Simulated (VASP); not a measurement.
# HfW (Cmcm) in VASP: notebook, part 2 of 2

VASP 6.6.1. The steps go on from the part before.

## (4) Relaxation of cell and atoms, PBE

File INCAR:

```
  PREC = Accurate
  ENCUT = 600
  EDIFF = 1E-7
  ISMEAR = 0
  SIGMA = 0.1
  LREAL = F
  LASPH = T
  NELM = 100
  ALGO = Fast
  ISIF = 3
  LWAVE = F
  LCHARG = F
  GGA = PE
  IBRION = 2
  NSW = 90
  EDIFFG = -0.04
```

File KPOINTS:

```
Automatic mesh
0
Gamma
  6 6 4
```

File POSCAR:

```
HfW
1.0
    1.9480110451     -5.1324191111      0.0000000000
    1.9480110451      5.1324191111      0.0000000000
    0.0000000000      0.0000000000      3.8794608911
Hf W
2 2
Direct
    0.3544000000      0.6456000000      0.7500000000
    0.6456000000      0.3544000000      0.2500000000
    0.0776000000      0.9224000000      0.7500000000
    0.9224000000      0.0776000000      0.2500000000
```

Potentials or basis: VASP PAW PBE potentials, release 64 (Hf_pv, W_sv).

On the command line:

```
cat potpaw_PBE.64/Hf_pv/POTCAR potpaw_PBE.64/W_sv/POTCAR > POTCAR
mpirun -np 1 vasp_std > vasp.out
```

OUTCAR:

```text
PREC = Accurate
   ENCUT = 600
   EDIFF = 1E-7
   ISMEAR = 0
   LREAL = F
   LASPH = T
   NELM = 100
   ISIF = 3
   GGA = PE
   IBRION = 2
   NSW = 90
   EDIFFG = -0.04

 ion  position               nearest neighbor table
   1  0.354  0.646  0.750-   4 2.84   4 2.84   4 2.84   4 2.84   3 2.84   3 3.01   3 3.01   2 3.49
                             2 3.49   2 3.49   2 3.49   2 3.56   2 3.56
   2  0.646  0.354  0.250-   3 2.84   3 2.84   3 2.84   3 2.84   4 2.84   4 3.01   4 3.01   1 3.49
                             1 3.49   1 3.49   1 3.49   1 3.56   1 3.56
   3  0.078  0.922  0.750-   4 2.51   4 2.51   2 2.84   2 2.84   2 2.84   2 2.84   1 2.84   1 3.01
                             1 3.01
   4  0.922  0.078  0.250-   3 2.51   3 2.51   1 2.84   1 2.84   1 2.84   1 2.84   2 2.84   2 3.01
                             2 3.01

  LATTYP: Found a base centered orthorhombic cell.
 ALAT       =     3.8960220902
 B/A-ratio  =     2.6346971307
 C/A-ratio  =     0.9957492030

  Lattice vectors:

 A1 = (   1.9480110451,  -5.1324191111,   0.0000000000)
 A2 = (   1.9480110451,   5.1324191111,   0.0000000000)
 A3 = (   0.0000000000,   0.0000000000,   3.8794608911)

Analysis of symmetry for initial positions (statically):
=====================================================================
 Subroutine PRICEL returns:
 Original cell was already a primitive cell.

 Routine SETGRP: Setting up the symmetry group for a
 base centered orthorhombic supercell.

 Subroutine GETGRP returns: Found  8 space group operations
 (whereof  4 operations were pure point group operations)
 out of a pool of  8 trial point group operations.

The static configuration has the point symmetry C_2h.
 The point group associated with its full space group is D_2h.

Analysis of symmetry for dynamics (positions and initial velocities):
=====================================================================
 Subroutine PRICEL returns:
 Original cell was already a primitive cell.

[... 156 lines left out ...]

 Free energy of the ion-electron system (eV)
  ---------------------------------------------------
  ext. energy  EPLUGINS =         0.00000000
  ---------------------------------------------------
  free energy    TOTEN  =       -43.64743505 eV

  energy without entropy =      -43.62732542  energy(sigma->0) =      -43.63738023

------------------------ aborting loop because EDIFF is reached ----------------------------------------

  FORCE on cell =-STRESS in cart. coord.  units (eV):
  Direction    XX          YY          ZZ          XY          YZ          ZX
  --------------------------------------------------------------------------------------
  -------------------------------------------------------------------------------------
  Total        2.1277458      5.7593057      4.4249566      0.0000000      0.0000000      0.0000000
  in kB       43.9456022    118.9503742     91.3912655      0.0000000      0.0000000      0.0000000
  external PRESSURE =      84.7624139 kB  Pullay stress =       0.0000000 kB
[... 95 lines left out ...]
  FREE ENERGIE OF THE ION-ELECTRON SYSTEM (eV)
  ---------------------------------------------------
  free  energy   TOTEN  =       -43.7835225858 eV

  energy  without entropy=      -43.7629980691  energy(sigma->0) =      -43.77326033

[... ionic steps 4 to 20 ...]

--------------------------------------- Ionic step       21  -------------------------------------------

 number of electron      48.0000007 magnetization

------------------------ aborting loop because EDIFF is reached ----------------------------------------
[... 71 lines left out ...]
--------------------------------------- Ionic step       23  -------------------------------------------

 number of electron      48.0000007 magnetization

 Free energy of the ion-electron system (eV)
  ---------------------------------------------------
  ext. energy  EPLUGINS =         0.00000000
  ---------------------------------------------------
  free energy    TOTEN  =       -44.41269752 eV

  energy without entropy =      -44.39278442  energy(sigma->0) =      -44.40274097

 E-fermi :   7.1425     XC(G=0): -12.1166

 val. band max:        7.1422560292   @ k =   0.5000   0.3333   0.5000
 cond. band min:       7.1497514070   @ k =  -0.3333   0.1667   0.2500
 fundamental gap:      0.0074953778
 Fermi energy:         7.1424721712

 k-point     1 :       0.0000    0.0000    0.0000
  band No.  band energies     occupation
      1     -66.4878      2.00000
      2     -66.3589      2.00000
      3     -31.1890      2.00000
      4     -30.8347      2.00000
      5     -30.7282      2.00000
      6     -30.5526      2.00000
[... 733 lines left out ...]
     27       8.0850      0.00000
     28       8.5964      0.00000

 [... further k-points ...]

------------------------ aborting loop because EDIFF is reached ----------------------------------------

  FORCE on cell =-STRESS in cart. coord.  units (eV):
  Direction    XX          YY          ZZ          XY          YZ          ZX
  --------------------------------------------------------------------------------------
  -------------------------------------------------------------------------------------
  Total       -0.0352195      0.0391213     -0.0799354      0.0000000      0.0000000      0.0000000
  in kB       -0.7193354      0.7990277     -1.6326303      0.0000000      0.0000000      0.0000000
  external PRESSURE =      -0.5176460 kB  Pullay stress =       0.0000000 kB
[... 19 lines left out ...]
  FREE ENERGIE OF THE ION-ELECTRON SYSTEM (eV)
  ---------------------------------------------------
  free  energy   TOTEN  =       -44.4126975236 eV

  energy  without entropy=      -44.3927844155  energy(sigma->0) =      -44.40274097

 reached required accuracy - stopping structural energy minimisation
```

OSZICAR:

```text
N       E                     dE             d eps       ncg     rms          rms(c)
DAV:   1     0.472817203161E+03    0.47282E+03   -0.30698E+04  2200   0.202E+03
DAV:   2    -0.158437745380E+02   -0.48866E+03   -0.47794E+03  2332   0.550E+02
DAV:   3    -0.442525563314E+02   -0.28409E+02   -0.26657E+02  2904   0.106E+02
[... 383 lines left out ...]
RMM:   3    -0.444126814162E+02   -0.24146E-04   -0.65566E-04  2666   0.167E-01    0.228E-02
RMM:   4    -0.444126935624E+02   -0.12146E-04   -0.17718E-04  2954   0.654E-02    0.335E-02
RMM:   5    -0.444126967704E+02   -0.32080E-05   -0.31580E-05  2932   0.261E-02    0.245E-02
RMM:   6    -0.444126967718E+02   -0.13888E-08   -0.10337E-05  2383   0.211E-02    0.117E-02
RMM:   7    -0.444126975294E+02   -0.75762E-06   -0.39764E-06  2733   0.101E-02    0.920E-03
RMM:   8    -0.444126975236E+02    0.58117E-08   -0.97226E-07  2085   0.542E-03
  23 F= -.44412698E+02 E0= -.44402741E+02  d E =-.247695E-03
```

CONTCAR:

```text
HfW
   1.00000000000000
     1.6318472925911953   -5.7838234652663942   -0.0000000000000000
     1.6318472925911953    5.7838234652663942    0.0000000000000000
     0.0000000000000000    0.0000000000000000    4.1556331203818626
  Hf              W
     2     2
Direct
     0.3337959256991409    0.6662040743008588    0.7500000000000000
     0.6662040743008588    0.3337959256991409    0.2500000000000000
     0.0652368413078300    0.9347631586921700    0.7500000000000000
     0.9347631586921700    0.0652368413078300    0.2500000000000000

  0.00000000E+00  0.00000000E+00  0.00000000E+00
  0.00000000E+00  0.00000000E+00  0.00000000E+00
  0.00000000E+00  0.00000000E+00  0.00000000E+00
  0.00000000E+00  0.00000000E+00  0.00000000E+00
```

Wall time 22 min (1 thread of Intel Xeon 6975P-C (Granite Rapids), shared host); peak memory 0.37 GiB.

Results:

```
Free energy                           : -44.4127 eV
Relaxed volume                        : 19.61 Å³/atom
Relaxed cell                          : a = 6.010 Å, b = 6.010 Å, c = 4.156 Å, α = 90.00°, β = 90.00°, γ = 148.49°
Space group after relaxing (to 0.1 Å) : Cmcm (No. 63)
Energy gained by relaxing             : 191.3 meV/atom
Ionic steps                           : 23
Pressure after relaxing               : -0.1 GPa
Largest force after relaxing          : 0.023 eV/Å
Band gap on the k mesh                : zero (bands 24 and 25 overlap by 0.68 eV)
```

Forces on the atoms (eV/Å):
```
Hf   0.000  0.023  0.000
Hf   0.000 -0.023  0.000
W    0.000  0.002  0.000
W    0.000 -0.002  0.000
```

Stress tensor (GPa, compression positive):
```
-0.07  0.00  0.00
 0.00  0.08  0.00
 0.00  0.00 -0.16
```

Step by step:
| step | energy change (eV) | largest force (eV/Å) | pressure (GPa) | volume (Å³) |
| --- | --- | --- | --- | --- |
| 1 | 0.0000 | 0.7421 | 8.48 | 77.57 |
| 2 | 0.1948 | 1.3104 | -13.28 | 89.63 |
| 3 | -0.1361 | 0.6860 | -1.59 | 82.06 |
| 4 | -0.2400 | 0.4924 | -1.88 | 82.19 |
| 5 | -0.3987 | 0.6728 | -2.10 | 82.28 |
| 6 | -0.3902 | 2.4658 | -0.93 | 81.69 |
| 7 | -0.4414 | 1.4515 | -1.76 | 82.17 |
| 8 | -0.4843 | 1.3576 | -1.92 | 82.02 |
| 9 | -0.5915 | 1.1686 | -2.27 | 81.49 |
| 10 | -0.6589 | 0.8725 | -2.12 | 80.10 |
| 11 | -0.6619 | 0.9782 | -2.26 | 80.55 |
| 12 | -0.6917 | 0.8459 | -1.40 | 80.01 |
| 13 | -0.7407 | 0.4165 | 1.37 | 78.38 |
| 14 | -0.7426 | 0.2932 | 2.16 | 77.95 |
| 15 | -0.7576 | 0.1551 | 0.27 | 78.59 |
| 16 | -0.7589 | 0.1385 | -0.45 | 78.85 |
| 17 | -0.7614 | 0.1232 | -0.26 | 78.70 |
| 18 | -0.7641 | 0.0956 | 0.09 | 78.45 |
| 19 | -0.7624 | 0.0407 | 0.84 | 77.94 |
| 20 | -0.7645 | 0.0782 | 0.32 | 78.29 |
| 21 | -0.7650 | 0.0410 | -0.14 | 78.48 |
| 22 | -0.7650 | 0.0394 | -0.17 | 78.49 |
| 23 | -0.7653 | 0.0227 | -0.05 | 78.44 |

Final structure:
```cif
data_structure
_symmetry_space_group_name_H-M 'P 1'
_symmetry_Int_Tables_number 1
_cell_length_a 6.0096
_cell_length_b 6.0096
_cell_length_c 4.1556
_cell_angle_alpha 90.000
_cell_angle_beta 90.000
_cell_angle_gamma 148.488
_cell_volume 78.44
loop_
_atom_site_label
_atom_site_type_symbol
_atom_site_fract_x
_atom_site_fract_y
_atom_site_fract_z
_atom_site_occupancy
Hf1 Hf 0.33380 0.66620 0.75000 1
Hf2 Hf 0.66620 0.33380 0.25000 1
W1 W 0.06524 0.93476 0.75000 1
W2 W 0.93476 0.06524 0.25000 1
```

Caveat: the k points lie up to 0.38 Å⁻¹ apart in the final cell, too coarse for converged energies and pressures of a metal; spin-orbit coupling is left out, which moves the levels of the heavy elements.

## (5) The runs side by side

```tsv
task	cell	k mesh	cutoff (eV)	gap on the mesh (eV)	pressure (GPa)	largest force (eV/Å)
single point	a = 5.490, b = 5.490, c = 3.879 Å, angles 90.0, 90.0, 138.4°, 4 atoms, atomic positions A	6 × 6 × 6	520	none	8.7	0.69
single point	a = 6.014, b = 6.014, c = 4.155 Å, angles 90.0, 90.0, 148.5°, 4 atoms, atomic positions B	6 × 6 × 4	520	none	-0.1	0.06
relaxation of cell and atoms	relaxed from a = 5.490, b = 5.490, c = 3.879 Å, angles 90.0, 90.0, 138.4°, 4 atoms, atomic positions A	6 × 6 × 4	600	none	-0.1	0.02
```

Alike in all rows: level PBE; potentials or basis VASP PAW PBE potentials, release 64 (Hf_pv, W_sv); no spin polarisation; smearing gaussian 0.1 eV.

Caveats: some runs use coarse meshes; spin-orbit coupling is left out, which moves the levels of the heavy elements; the stress differs along the axes, from 4 to 12 GPa (at least some runs).

Total energies depend on the potentials used, so only differences within one code and one set of settings carry meaning.
